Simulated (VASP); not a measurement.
**TiO2: single point with PBEsol**

TiO2:

```
Ti O
1.0
     1.50725    0.87021    7.02778
    -1.50725    0.87021    7.02778
     0.00000   -1.74042    7.02778
Ti O
1 2
Direct
  0.00000 0.00000 0.00000
  0.37953 0.37953 0.37953
  0.62047 0.62047 0.62047
```

| Item | Value |
| --- | --- |
| Program | VASP 6.6.1 |
| Task | single point |
| Functional | PBEsol |
| Potentials or basis | VASP PAW PBE potentials, release 64 (Ti_sv, O) |
| Cutoff | 520 eV |
| k mesh | 10 × 10 × 10 |
| Occupations | fermi-dirac, width 0.05 eV |
| Spin | no spin polarisation |
| Dipole correction | no |
| Further INCAR settings | ALGO = Normal; EDIFF = 1e-07; NBANDS = 19 |

| Quantity | Value |
| --- | --- |
| Pressure | -6.1 GPa |
| Largest force | 0.652 eV/Å |
| Band gap on the k mesh | 2.58 eV, indirect (least direct gap 2.77 eV) |

Forces in eV/Å, atoms in the order of the input:
```
Ti   0.000  0.000  0.000
O    0.000  0.000 -0.652
O    0.000  0.000  0.652
```

Stress tensor (GPa, compression positive):
```
-7.29  0.00  0.00
 0.00 -7.29  0.00
 0.00  0.00 -3.84
```

Levels at points of the mesh, in eV from the valence-band top:
```tsv
k point	band 8	band 9	band 10	band 11	band 12	band 13	band 14	band 15	band 16	band 17
(0.00, 0.00, 0.00)	-3.55	-3.55	-0.59	-0.19	-0.19	2.58	2.58	4.24	6.68	6.68
(0.50, 0.00, 0.00)	-2.72	-2.54	-1.65	-1.21	-0.64	2.83	3.59	3.66	6.12	6.57
(0.50, 0.50, 0.00)	-2.72	-2.55	-1.65	-1.21	-0.63	2.83	3.59	3.66	6.11	6.57
(0.50, 0.50, 0.50)	-3.55	-3.55	-0.64	-0.19	-0.19	2.58	2.58	4.25	6.68	6.68
```

Run time: 6.7 min on 1 thread of AMD EPYC 9R45 96-Core Processor (Zen 5), on a shared host, peak memory 0.42 GiB.

Caveat: the PAW data sets were made with another functional, which shifts forces and pressure a little. A hybrid or GW would open this gap; PBEsol tends to underestimate it.
